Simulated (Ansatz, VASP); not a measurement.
**SiC: VASP beside Ansatz**

```
Si C
1.0
     3.07569    0.00000    0.00000
    -1.53785    2.66363    0.00000
     0.00000    0.00000   10.07065
Si C
4 4
Direct
  0.66667 0.33333 0.93784
  0.33333 0.66667 0.43784
  0.00000 0.00000 0.68789
  0.00000 0.00000 0.18789
  0.66667 0.33333 0.74980
  0.33333 0.66667 0.24980
  0.00000 0.00000 0.50046
  0.00000 0.00000 0.00046
```

Alike in both runs: task relaxation of cell and atoms; functional PBEsol; k mesh 12 × 12 × 4; occupations gaussian, width 0.02 eV; no spin polarisation.

```csv
,VASP,Ansatz
version,VASP 6.6.1,Ansatz 0.2.0
potentials or method,"VASP PAW PBE potentials, release 64 (Si, C), cutoff 600 eV","scalar-relativistic, plane waves, PAW"
valence electrons in the cell,32,32
```

Ansatz gave:

| Quantity | Value |
| --- | --- |
| gap on the k mesh at the Fermi level, each at its own relaxed structure (eV) | 2.12 |
| relaxed volume (Å³/atom) | 10.33 |
| relaxed cell length with the largest relative difference (Å) | 10.076 |

**Question.** Estimate VASP's values.

**Answer.** gap on the k mesh at the Fermi level, each at its own relaxed structure (eV): 2.11; relaxed volume (Å³/atom): 10.34; relaxed cell length with the largest relative difference (Å): 10.080.

VASP's potentials were made for PBE, not for PBEsol.
